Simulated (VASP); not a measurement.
A run of VASP 6.6.1 is set up as follows.

INCAR

```
SYSTEM = Li2O
ALGO     = Normal         ! electronic algorithm
EDIFF    = 1E-8           ! SCF threshold, eV
ENCUT    = 650            ! plane-wave cutoff, eV
GGA      = PS             ! functional
GGA_COMPAT= .False.      
ISIF     = 2              ! what is computed and relaxed
ISMEAR   = -1             ! smearing method
LASPH    = .True.         ! aspherical terms in the spheres
LCHARG   = .False.        ! write CHGCAR
LEFG     = .True.       
LREAL    = .False.        ! projectors in reciprocal space
LWAVE    = .False.        ! write WAVECAR
NBANDS   = 13             ! bands
NELM     = 120            ! most SCF steps
PREC     = Accurate       ! precision mode
SIGMA    = 0.03           ! smearing width, eV
```

File KPOINTS:

```
k-points
0
Gamma
  9 9 9
  0 0 0
```

File POSCAR:

```
Li2O
1.0
    0.0000000000      2.3556900000      2.3095000000
    2.3556900000      0.0000000000      2.3095000000
    2.3556900000      2.3556900000      0.0000000000
Li O
2 1
Direct
    0.2500000000      0.2500000000      0.2500000000
    0.7500000000      0.7500000000      0.7500000000
    0.0000000000      0.0000000000      0.0000000000
```

Potentials or basis: VASP PAW PBE potentials, release 64 (Li_sv, O).

Command:

```console
$ cat potpaw_PBE.64/Li_sv/POTCAR potpaw_PBE.64/O/POTCAR > POTCAR
$ mpirun -np 1 vasp_std > vasp.out
```

(1) Estimate the pressure.

(2) Predict the band gap on the k mesh.

Results:

(1) -5.0 GPa.

(2) 4.78 eV, indirect (least direct gap 4.85 eV).

Caveat: the cell differs from its parent crystal (equal xx and yy strain of +2 %); without QUAD_EFG the Cq values of the log hold for a quadrupole moment of 1 mb, not for the nuclei; the PAW data sets were made with another functional, which shifts forces and pressure a little.
